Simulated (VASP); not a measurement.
A run of VASP 6.6.1 is set up as follows.

File POSCAR:

```
Ca
1.0
   -2.1626962215      2.1626962215      2.1626962215
    2.1626962215     -2.1626962215      2.1626962215
    2.1626962215      2.1626962215     -2.1626962215
Ca
1
Direct
    0.0000000000      0.0000000000      0.0000000000
```

File INCAR.step1:

```
SYSTEM = Ca
ALGO = Normal
EDIFF = 1E-4
ENCUT = 520
GGA = PE
ISMEAR = 1
LASPH = .TRUE.
LCHARG = .FALSE.
LREAL = .FALSE.
LWAVE = .TRUE.
NBANDS = 11
NELM = 80
PREC = Accurate
SIGMA = 0.15
```

File INCAR.step2:

```
SYSTEM = Ca
ALGO = Normal
EDIFF = 1E-7
ENCUT = 520
ISIF = 2
ISMEAR = 1
ISTART = 1
LASPH = .TRUE.
LCHARG = .FALSE.
LMIXTAU = .TRUE.
LREAL = .FALSE.
LWAVE = .FALSE.
METAGGA = R2SCAN
NBANDS = 11
NELM = 80
PREC = Accurate
SIGMA = 0.15
```

Contents of KPOINTS:

```
k-points
0
G
  7 7 7
  0 0 0
```

Potentials or basis: VASP PAW PBE potentials, release 64 (Ca_sv).

Command:

```console
$ cat potpaw_PBE.64/Ca_sv/POTCAR > POTCAR
$ cp INCAR.step1 INCAR
$ mpirun -np 1 vasp_std > vasp.out
$ cp INCAR.step2 INCAR
$ mpirun -np 1 vasp_std > vasp.out
```

Task: What does it give for the pressure?

Result: 1.5 GPa.

Task: Estimate the band gap on the k mesh.

Result: Zero (band 5 reaches 2.48 eV, above the bottom of band 6 at 2.16 eV).

Caveat: the PAW data sets were made with another functional, which shifts forces and pressure a little.
